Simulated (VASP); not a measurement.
Write the native input for VASP 6.6.1 that does the following.

```
Task                   : single point
Functional             : PBE
Potentials or basis    : VASP PAW PBE potentials, release 64 (Zr_sv, Hf_pv, Te)
Cutoff                 : 520 eV
k mesh                 : 6 × 6 × 1
Occupations            : gaussian, width 0.2 eV
Spin                   : no spin polarisation
Dipole correction      : no
Further INCAR settings : ALGO = Normal; EDIFF = 1e-06; NBANDS = 59
```

The structure of HfZr3Te8 lies in POSCAR:

```
HfZr3Te8
1.0
    3.9647491577      0.0004011149      0.0047764534
   -1.9820612193      3.4375314096      0.0025936097
    0.0307424940      0.0425534254     28.5909601639
Zr Hf Te
3 1 8
Direct
   -0.0001705213      0.0013338689      0.7514894546
   -0.0033063631     -0.0028908329     -0.0001639673
   -0.0013600204     -0.0011978171      0.2484647753
    0.0041850615      0.0031089184      0.5002225403
    0.3313040957      0.6652317360      0.8145475535
    0.3281943150      0.6618330920      0.0629362332
    0.3297877103      0.6634165608      0.3116754060
    0.3354398047      0.6671496942      0.5624770276
    0.6663592836      0.3329485522      0.9367321384
    0.6675303467      0.3344824598      0.1853468022
    0.6730017646      0.3383968111      0.4379467629
    0.6690345226      0.3361869567      0.6883252734
```

The input as run:

INCAR

```
ALGO = Normal ; EDIFF = 1E-6
ENCUT = 520 ; GGA = PE
ISIF = 2 ; ISMEAR = 0
LASPH = T ; LCHARG = F
LREAL = F ; LWAVE = F
NBANDS = 59 ; NELM = 80
PREC = Accurate ; SIGMA = 0.2
```

KPOINTS

```
k-points
0
Gamma
  6 6 1
```

Potentials or basis: VASP PAW PBE potentials, release 64 (Zr_sv, Hf_pv, Te).

Run with:

```sh
$ cat potpaw_PBE.64/Zr_sv/POTCAR potpaw_PBE.64/Hf_pv/POTCAR potpaw_PBE.64/Te/POTCAR > POTCAR
$ mpirun -np 1 vasp_std > vasp.out
```

It gave:

```
Pressure               : 0.0 GPa
Largest force          : 0.044 eV/Å
Band gap on the k mesh : zero (bands 47 and 48 overlap by 0.69 eV)
```

Caveat: spin-orbit coupling is left out, which moves the levels of the heavy elements.

It took 9 min on 1 thread of AMD EPYC 9R45 96-Core Processor (Zen 5), with other jobs on the host, peak memory 0.67 GiB.
